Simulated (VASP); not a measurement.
# Li (P4/mbm) in VASP: a series of runs

The runs below take Li through relaxation of cell and atoms, single point, with PBE.

Program: VASP 6.6.1. These are calculated values, not measurements. Logs are shortened: lines on timing, memory, paths and dates and some standing lists are left out, and cuts for length are marked.

## (1) The cell of the first run

Symmetry: P4/mbm, No. 127, tetragonal system. Conventional cell: a = 7.489 Å, b = 7.489 Å, c = 3.720 Å, α = 90.00°, β = 90.00°, γ = 90.00°. Li (site symmetry m2m) has 17 Li at 2.81 to 3.94 Å within 4.0 Å. Li (site symmetry 4/m) has 14 Li at 2.92 to 3.72 Å within 3.9 Å. Li (site symmetry m2m) has 11 Li at 2.81 to 3.72 Å within 3.8 Å.

## (2) Relaxation of cell and atoms, PBE

INCAR

```
ALGO     = Normal         # electronic algorithm
EDIFF    = 1E-6           # SCF threshold, eV
EDIFFG   = -0.04          # ionic threshold
ENCUT    = 600            # plane-wave cutoff, eV
GGA      = PE             # functional
IBRION   = 2              # ionic algorithm
ISIF     = 3              # what is computed and relaxed
ISMEAR   = 0              # smearing method
LASPH    = True           # aspherical terms in the spheres
LCHARG   = False          # write CHGCAR
LREAL    = False          # projectors in reciprocal space
LWAVE    = False          # write WAVECAR
NELM     = 60             # most SCF steps
NSW      = 90             # ionic steps
PREC     = Accurate       # precision mode
SIGMA    = 0.1            # smearing width, eV
```

KPOINTS

```
k-points
0
Gamma
  2 2 6
```

POSCAR

```
Li
1.0
    7.4889195028      0.0000000000      0.0000000000
    0.0000000000      7.4889195028      0.0000000000
    0.0000000000      0.0000000000      3.7203164688
Li
10
Direct
    0.6685427087      0.8314572913      0.5000000000
    0.8314572913      0.3314572913      0.5000000000
    0.3314572913      0.1685427087      0.5000000000
    0.1685427087      0.6685427087      0.5000000000
    0.5000000000      0.5000000000      0.0000000000
    0.0000000000      0.0000000000      0.0000000000
    0.6330317029      0.1330317029      0.0000000000
    0.8669682971      0.6330317029      0.0000000000
    0.1330317029      0.3669682971      0.0000000000
    0.3669682971      0.8669682971      0.0000000000
```

Potentials or basis: VASP PAW PBE potentials, release 64 (Li_sv).

The run is started by

```console
> cat potpaw_PBE.64/Li_sv/POTCAR > POTCAR
> mpirun -np 1 vasp_std > vasp.out
```

OUTCAR:

```text
EDIFF = 1E-6
   EDIFFG = -0.04
   ENCUT = 600
   GGA = PE
   IBRION = 2
   ISIF = 3
   ISMEAR = 0
   LASPH = True
   LREAL = False
   NELM = 60
   NSW = 90
   PREC = Accurate

 ion  position               nearest neighbor table
   1  0.669  0.831  0.500-
   2  0.831  0.331  0.500-
   3  0.331  0.169  0.500-
   4  0.169  0.669  0.500-
   5  0.500  0.500  0.000-
   6  0.000  0.000  0.000-
   7  0.633  0.133  0.000-
   8  0.867  0.633  0.000-
   9  0.133  0.367  0.000-
  10  0.367  0.867  0.000-

  LATTYP: Found a simple tetragonal cell.
 ALAT       =     7.4889195028
 C/A-ratio  =     0.4967761327

  Lattice vectors:

 A1 = (   7.4889195028,   0.0000000000,   0.0000000000)
 A2 = (   0.0000000000,   7.4889195028,   0.0000000000)
 A3 = (   0.0000000000,   0.0000000000,   3.7203164688)

Analysis of symmetry for initial positions (statically):
=====================================================================
 Subroutine PRICEL returns:
 Original cell was already a primitive cell.

 Routine SETGRP: Setting up the symmetry group for a
 simple tetragonal supercell.

 Subroutine GETGRP returns: Found 16 space group operations
 (whereof  8 operations were pure point group operations)
 out of a pool of 16 trial point group operations.

The static configuration has the point symmetry C_4h.
 The point group associated with its full space group is D_4h.

Analysis of symmetry for dynamics (positions and initial velocities):
=====================================================================
 Subroutine PRICEL returns:
 Original cell was already a primitive cell.

 Routine SETGRP: Setting up the symmetry group for a
 simple tetragonal supercell.

 Subroutine GETGRP returns: Found 16 space group operations
 (whereof  8 operations were pure point group operations)
 out of a pool of 16 trial point group operations.

The dynamic configuration has the point symmetry C_4h.
 The point group associated with its full space group is D_4h.

 Subroutine INISYM returns: Found 16 space group operations
 (whereof  8 operations are pure point group operations),
 and found     1 'primitive' translations

----------------------------------------------------------------------------------------

                                     Primitive cell

  volume of cell :     208.6499

  direct lattice vectors                    reciprocal lattice vectors
     7.488919503  0.000000000  0.000000000     0.133530611  0.000000000  0.000000000
[... 79 lines left out ...]
 SYSTEM =  unknown system
   PREC   = accura    normal or accurate (medium, high low for compatibility)
   ISTART =      0    job   : 0-new  1-cont  2-samecut
   ICHARG =      2    charge: 1-file 2-atom 10-const
   ISPIN  =      1    spin polarized calculation?
   LNONCOLLINEAR =      F non collinear calculations
   LSORBIT =      F    spin-orbit coupling
   LASPH  =      T    aspherical Exc in radial PAW
   ENCUT  =  600.0 eV  44.10 Ry    6.64 a.u.  14.96 14.96  7.43*2*pi/ulx,y,z
   NELM   =     60;   NELMIN=  2; NELMDL= -5     # of ELM steps
   EDIFF  = 0.1E-05   stopping-criterion for ELM
   LREAL  =      F    real-space projection
   EDIFFG = -.4E-01   stopping-criterion for IOM
   NSW    =     90    number of steps for IOM
   IBRION =      2    ionic relax: 0-MD 1-quasi-New 2-CG
   NFREE  =      1    steps in history (QN), initial steepest desc. (CG)
   ISIF   =      3    stress and relaxation
   ISYM   =      2    0-nonsym 1-usesym 2-fastsym
   POTIM  = 0.5000    time-step for ionic-motion
   TEBEG  =    0.0;   TEEND  =   0.0 temperature during run
   PSTRESS=    0.0 pullay stress
   NELECT =      30.0000    total number of electrons
   NUPDOWN=      -1.0000    fix difference up-down
   EMIN   =  10.00;   EMAX   =-10.00  energy-range for DOS
   EFERMI =   0.00;   METHOD = LEGACY
   ISMEAR =     0;   SIGMA  =   0.10  broadening in eV -4-tet -1-fermi 0-gaus
   EFERMI_NEDOS =   21; number of points for ismear=-14 and -15
   IALGO  =     38    algorithm
   IMIX   =      4    mixing-type and parameters
     AMIX     =   0.40;   BMIX     =  1.00
     AMIX_MAG =   1.60;   BMIX_MAG =  1.00
  volume/ion in A,a.u.               =      20.86       140.80
  Fermi-wavevector in a.u.,A,eV,Ry     =   0.857648  1.620720 10.007907  0.735560
  Thomas-Fermi vector in A             =   1.974733
   LORBIT       =      0    0 simple, 1 ext, 2 COOP (PROOUT), +10 PAW based schemes
   GGA     = PE    functional components
   LHFCALC =     F    Hartree Fock is set to
   AEXX    =    0.0000 exact exchange contribution
   IVDW    =     0    specifies the selected vdW correction
   LEPSILON=     F    determine dielectric tensor
   LRPA    =     F    only Hartree local field effects (RPA)
 conjugate gradient relaxation of ions
 non-spin polarized calculation
 Gauss-broadening in eV      SIGMA  =   0.10
  energy-cutoff  :      600.00
  volume of cell :      208.65
 maximum number of plane-waves:      6992
 NGX is ok and might be reduce to    60

--------------------------------------- Ionic step        1  -------------------------------------------

 number of electron      30.0000067 magnetization

 Free energy of the ion-electron system (eV)
  ---------------------------------------------------
  ext. energy  EPLUGINS =         0.00000000
  ---------------------------------------------------
  free energy    TOTEN  =       -18.74600362 eV

  energy without entropy =      -18.72020835  energy(sigma->0) =      -18.73310599

------------------------ aborting loop because EDIFF is reached ----------------------------------------

  FORCE on cell =-STRESS in cart. coord.  units (eV):
  Direction    XX          YY          ZZ          XY          YZ          ZX
  --------------------------------------------------------------------------------------
  -------------------------------------------------------------------------------------
  Total        0.4850679      0.4850679     -1.5578928      0.0000000     -0.0000000      0.0000000
  in kB        3.7247309      3.7247309    -11.9627203      0.0000000     -0.0000000      0.0000000
  external PRESSURE =      -1.5044195 kB  Pullay stress =       0.0000000 kB
[... 163 lines left out ...]
--------------------------------------- Ionic step        5  -------------------------------------------

 number of electron      30.0000058 magnetization

 Free energy of the ion-electron system (eV)
  ---------------------------------------------------
  ext. energy  EPLUGINS =         0.00000000
  ---------------------------------------------------
  free energy    TOTEN  =       -18.80209833 eV

  energy without entropy =      -18.77827929  energy(sigma->0) =      -18.79018881

 E-fermi :   0.4774     XC(G=0):  -7.0217

 val. band max:        0.4498595759   @ k =   0.5000   0.0000   0.3333
 cond. band min:       0.5468957849   @ k =   0.0000   0.0000   0.5000
 fundamental gap:      0.0970362090
 Fermi energy:         0.4774208592

 k-point     1 :       0.0000    0.0000    0.0000
  band No.  band energies     occupation
      1     -46.0616      2.00000
      2     -46.0612      2.00000
      3     -45.9750      2.00000
      4     -45.9707      2.00000
      5     -45.9652      2.00000
      6     -45.9652      2.00000
[... 314 lines left out ...]
  FREE ENERGIE OF THE ION-ELECTRON SYSTEM (eV)
  ---------------------------------------------------
  free  energy   TOTEN  =       -18.8020983280 eV

  energy  without entropy=      -18.7782792886  energy(sigma->0) =      -18.79018881

 reached required accuracy - stopping structural energy minimisation
```

OSZICAR:

```text
N       E                     dE             d eps       ncg     rms          rms(c)
DAV:   1     0.147148518216E+03    0.14715E+03   -0.14606E+04   520   0.152E+03
DAV:   2     0.238147940686E+02   -0.12333E+03   -0.11708E+03   504   0.349E+02
DAV:   3    -0.117593261162E+02   -0.35574E+02   -0.34442E+02   963   0.823E+01
[... 39 lines left out ...]
DAV:   2    -0.188005660149E+02   -0.10861E-01   -0.74638E-02   791   0.225E+00    0.888E-01
DAV:   3    -0.188019970623E+02   -0.14310E-02   -0.21892E-03   575   0.429E-01    0.394E-02
DAV:   4    -0.188020881332E+02   -0.91071E-04   -0.89159E-04   808   0.125E-01    0.216E-02
DAV:   5    -0.188020975542E+02   -0.94210E-05   -0.38300E-05   632   0.287E-02    0.862E-03
DAV:   6    -0.188020983280E+02   -0.77384E-06   -0.24576E-06   494   0.937E-03
   5 F= -.18802098E+02 E0= -.18790189E+02  d E =-.560947E-01
```

CONTCAR:

```text
Li
   1.00000000000000
     7.6223690224499379    0.0000000000000000    0.0000000000000000
     0.0000000000000000    7.6223690224499379    0.0000000000000000
     0.0000000000000000   -0.0000000000000000    3.5073982682814790
  Li
    10
Direct
     0.6680217089773391    0.8319782910226609    0.5000000000000000
     0.8319782910226609    0.3319782910226609    0.5000000000000000
     0.3319782910226609    0.1680217089773391    0.5000000000000000
     0.1680217089773391    0.6680217089773391    0.5000000000000000
     0.5000000000000000    0.5000000000000000    0.0000000000000000
     0.0000000000000000    0.0000000000000000    0.0000000000000000
     0.6324509081961794    0.1324509081961795    0.0000000000000000
     0.8675490918038206    0.6324509081961794    0.0000000000000000
     0.1324509081961795    0.3675490918038204    0.0000000000000000
     0.3675490918038204    0.8675490918038206    0.0000000000000000

  0.00000000E+00  0.00000000E+00  0.00000000E+00
  0.00000000E+00  0.00000000E+00  0.00000000E+00
  0.00000000E+00  0.00000000E+00  0.00000000E+00
  0.00000000E+00  0.00000000E+00  0.00000000E+00
  0.00000000E+00  0.00000000E+00  0.00000000E+00
  0.00000000E+00  0.00000000E+00  0.00000000E+00
  0.00000000E+00  0.00000000E+00  0.00000000E+00
  0.00000000E+00  0.00000000E+00  0.00000000E+00
  0.00000000E+00  0.00000000E+00  0.00000000E+00
  0.00000000E+00  0.00000000E+00  0.00000000E+00
```

Wall time 2.5 min (1 thread of AMD EPYC 7R13 (Zen 3), shared host); peak memory 0.3 GiB.

Results:

```
Free energy                           : -18.8021 eV
Relaxed volume                        : 20.38 Å³/atom
Relaxed cell                          : a = 7.622 Å, b = 7.622 Å, c = 3.507 Å, α = 90.00°, β = 90.00°, γ = 90.00°
Space group after relaxing (to 0.1 Å) : P4/mbm (No. 127)
Energy gained by relaxing             : 5.6 meV/atom
Ionic steps                           : 5
Pressure after relaxing               : 0.1 GPa
Largest force after relaxing          : 0.022 eV/Å
Band gap on the k mesh                : zero (bands 15 and 16 overlap by 2.01 eV)
```

Forces on the atoms (eV/Å):
```
Li  -0.016  0.016  0.000
Li   0.016  0.016  0.000
Li   0.016 -0.016  0.000
Li  -0.016 -0.016  0.000
Li   0.000  0.000  0.000
Li   0.000  0.000  0.000
Li  -0.013 -0.013  0.000
Li   0.013 -0.013  0.000
Li  -0.013  0.013  0.000
Li   0.013  0.013  0.000
```

The path:
```csv
step,energy change (eV),largest force (eV/Å),pressure (GPa),volume (Å³)
1,0.0000,0.0168,-0.15,208.65
2,-0.0133,0.0166,-0.12,208.05
3,-0.0432,0.0194,-0.01,206.18
4,-0.0497,0.0253,0.26,202.11
5,-0.0561,0.0220,0.13,203.78
```

Final structure:
```
Li
1.0
     7.62237    0.00000    0.00000
     0.00000    7.62237    0.00000
     0.00000    0.00000    3.50740
Li
10
Direct
  0.66802 0.83198 0.50000
  0.83198 0.33198 0.50000
  0.33198 0.16802 0.50000
  0.16802 0.66802 0.50000
  0.50000 0.50000 0.00000
  0.00000 0.00000 0.00000
  0.63245 0.13245 0.00000
  0.86755 0.63245 0.00000
  0.13245 0.36755 0.00000
  0.36755 0.86755 0.00000
```

Caveat: the k points lie up to 0.41 Å⁻¹ apart in the final cell, too coarse for converged energies and pressures of a metal; the cutoff is under 1.25 times the usual one of these potentials, so pressure, stress and relaxed cells hold a basis-set (Pulay) error.

## (3) Single point, PBE

This run uses another cell than the first one, of the same volume but with other edges.

INCAR

```
  PREC = Accurate
  ENCUT = 520
  EDIFF = 1E-6
  ISMEAR = 0
  SIGMA = 0.1
  LREAL = F
  LASPH = T
  NELM = 80
  ALGO = Fast
  ISIF = 2
  LWAVE = F
  LCHARG = T
  GGA = PE
  LELF = T
  LVHAR = T
  NBANDS = 26
```

KPOINTS

```
regular mesh
0
Gamma
  6 6 10
```

POSCAR

```
Li
1.0
    8.0215552486      0.0000000000      0.0000000000
    0.0000000000      8.0215552486      0.0000000000
    0.0000000000      0.0000000000      3.2474879108
Li
10
Direct
    0.6674725146      0.8325274854      0.5000000000
    0.8325274854      0.3325274854      0.5000000000
    0.3325274854      0.1674725146      0.5000000000
    0.1674725146      0.6674725146      0.5000000000
    0.5000000000      0.5000000000      0.0000000000
    0.0000000000      0.0000000000      0.0000000000
    0.6296127212      0.1296127212      0.0000000000
    0.8703872788      0.6296127212      0.0000000000
    0.1296127212      0.3703872788      0.0000000000
    0.3703872788      0.8703872788      0.0000000000
```

Potentials or basis: VASP PAW PBE potentials, release 64 (Li_sv).

The run is started by

```console
> cat potpaw_PBE.64/Li_sv/POTCAR > POTCAR
> mpirun -np 1 vasp_std > vasp.out
```

OUTCAR:

```text
PREC = Accurate
   ENCUT = 520
   EDIFF = 1E-6
   ISMEAR = 0
   LREAL = F
   LASPH = T
   NELM = 80
   ISIF = 2
   GGA = PE

 ion  position               nearest neighbor table
   1  0.667  0.833  0.500-
   2  0.833  0.333  0.500-
   3  0.333  0.167  0.500-
   4  0.167  0.667  0.500-
   5  0.500  0.500  0.000-
   6  0.000  0.000  0.000-
   7  0.630  0.130  0.000-
   8  0.870  0.630  0.000-
   9  0.130  0.370  0.000-
  10  0.370  0.870  0.000-

  LATTYP: Found a simple tetragonal cell.
 ALAT       =     8.0215552486
 C/A-ratio  =     0.4048451716

  Lattice vectors:

 A1 = (   8.0215552486,   0.0000000000,   0.0000000000)
 A2 = (   0.0000000000,   8.0215552486,   0.0000000000)
 A3 = (   0.0000000000,   0.0000000000,   3.2474879108)

Analysis of symmetry for initial positions (statically):
=====================================================================
 Subroutine PRICEL returns:
 Original cell was already a primitive cell.

[... 198 lines left out ...]
      1     -46.2312      2.00000
      2     -46.2311      2.00000
      3     -46.0341      2.00000
      4     -46.0223      2.00000
      5     -46.0208      2.00000
      6     -46.0208      2.00000
[... 685 lines left out ...]
     25       5.4414      0.00000
     26       5.4436      0.00000

 [... further k-points ...]

------------------------ aborting loop because EDIFF is reached ----------------------------------------

  FORCE on cell =-STRESS in cart. coord.  units (eV):
  Direction    XX          YY          ZZ          XY          YZ          ZX
  --------------------------------------------------------------------------------------
  -------------------------------------------------------------------------------------
  Total       -0.1015526     -0.1015526     -0.0954256      0.0000000      0.0000000      0.0000000
  in kB       -0.7786405     -0.7786405     -0.7316624      0.0000000      0.0000000      0.0000000
  external PRESSURE =      -0.7629811 kB  Pullay stress =       0.0000000 kB

 VOLUME and BASIS-vectors are now :
 -----------------------------------------------------------------------------
  energy-cutoff  :      520.00
  volume of cell :      208.96
      direct lattice vectors                 reciprocal lattice vectors
     8.021555249  0.000000000  0.000000000     0.124664104  0.000000000  0.000000000
     0.000000000  8.021555249  0.000000000     0.000000000  0.124664104  0.000000000
     0.000000000  0.000000000  3.247487911     0.000000000  0.000000000  0.307930323

 POSITION                                       TOTAL-FORCE (eV/Angst)
 -----------------------------------------------------------------------------------
      5.35417      6.67817      1.62374         0.001195     -0.001195     -0.000000
      6.67817      2.66739      1.62374        -0.001195     -0.001195      0.000000
      2.66739      1.34339      1.62374        -0.001195      0.001195      0.000000
      1.34339      5.35417      1.62374         0.001195      0.001195     -0.000000
      4.01078      4.01078      0.00000        -0.000000     -0.000000      0.000000
      0.00000      0.00000      0.00000        -0.000000     -0.000000      0.000000
      5.05047      1.03970      0.00000         0.000747      0.000747      0.000000
      6.98186      5.05047      0.00000        -0.000747      0.000747      0.000000
      1.03970      2.97108      0.00000         0.000747     -0.000747     -0.000000
      2.97108      6.98186      0.00000        -0.000747     -0.000747     -0.000000
 -----------------------------------------------------------------------------------
    total drift:                                0.000000      0.000000     -0.000000

  FREE ENERGIE OF THE ION-ELECTRON SYSTEM (eV)
  ---------------------------------------------------
  free  energy   TOTEN  =       -18.6486068327 eV

  energy  without entropy=      -18.6234505819  energy(sigma->0) =      -18.63602871
```

Run time: 5.6 min. Hardware: 1 thread of AMD EPYC 7R13 (Zen 3), shared host; peak memory 0.36 GiB.

What came out:

* Free energy: -18.6486 eV
* Band gap on the k mesh: zero (bands 15 and 16 overlap by 2.34 eV)

Levels at points of the mesh, in eV from the Fermi level:
| k point | band 10 | band 11 | band 12 | band 13 | band 14 | band 15 | band 16 | band 17 | band 18 | band 19 |
| --- | --- | --- | --- | --- | --- | --- | --- | --- | --- | --- |
| (0.00, 0.00, 0.00) | -46.52 | -3.50 | -1.93 | -1.72 | -1.72 | -1.62 | -0.22 | -0.22 | -0.01 | 0.40 |
| (0.50, 0.00, 0.00) | -46.52 | -3.06 | -3.06 | -1.35 | -1.35 | -1.28 | -1.28 | 0.26 | 0.26 | 2.11 |
| (0.50, 0.50, 0.00) | -46.53 | -2.68 | -2.68 | -2.56 | -2.56 | 0.29 | 0.29 | 0.31 | 0.31 | 1.41 |
| (0.00, 0.00, 0.50) | -46.53 | -0.91 | -0.70 | 0.12 | 0.35 | 0.35 | 0.45 | 0.85 | 1.06 | 1.06 |
| (0.50, 0.00, 0.50) | -46.53 | -0.49 | -0.49 | -0.36 | -0.36 | 0.51 | 0.51 | 0.68 | 0.68 | 2.21 |
| (0.50, 0.50, 0.50) | -46.53 | -0.18 | -0.18 | -0.16 | -0.16 | 0.01 | 0.01 | 0.14 | 0.14 | 3.35 |

Caveat: the cutoff is under 1.25 times the usual one of these potentials, so pressure, stress and relaxed cells hold a basis-set (Pulay) error.

The gap in the log of VASP goes by the Fermi energy; the results here count the filled bands.